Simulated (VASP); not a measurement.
Input of a VASP 6.6.1 run:

The input INCAR:

```
SYSTEM = Re
PREC = Accurate ; ENCUT = 520
EDIFF = 1E-8 ; ISMEAR = -1
SIGMA = 0.05 ; LREAL = .False.
LASPH = .True. ; NELM = 80
ALGO = Normal ; ISIF = 2
LWAVE = .False. ; LCHARG = .False.
GGA = PS ; LEFG = .True.
NBANDS = 18
```

Contents of KPOINTS:

```
Automatic mesh
0
Gamma
  15 15 15
  0 0 0
```

The input POSCAR:

```
Re
1.0
    1.3556718956      0.7826975339      6.5618634312
   -1.3556718956      0.7826975339      6.5618634312
    0.0000000000     -1.5653950678      6.5618634312
Re
3
Direct
    0.0000000000      0.0000000000      0.0000000000
    0.2221738800      0.2221738800      0.2221738800
    0.7778261200      0.7778261200      0.7778261200
```

Potentials or basis: VASP PAW PBE potentials, release 64 (Re).

Launch:

```bash
$ cat potpaw_PBE.64/Re/POTCAR > POTCAR
$ mpirun -np 1 vasp_std > vasp.out
```

Task: What does it give for the largest force?

Result: 0.053 eV/Å.

Task: Predict the pressure.

Result: 19.8 GPa.

Task: What does it give for the band gap on the k mesh?

Result: Zero (an odd number of electrons rules out a gap without spin polarisation).

Forces on the atoms (eV/Å):
```
Re   0.000  0.000  0.000
Re   0.000  0.000 -0.053
Re   0.000  0.000  0.053
```

Caveat: the cell stands under pressure; without QUAD_EFG the Cq values of the log hold for a quadrupole moment of 1 mb, not for the nuclei; the PAW data sets were made with another functional, which shifts forces and pressure a little; spin-orbit coupling is left out, which moves the levels of the heavy elements.
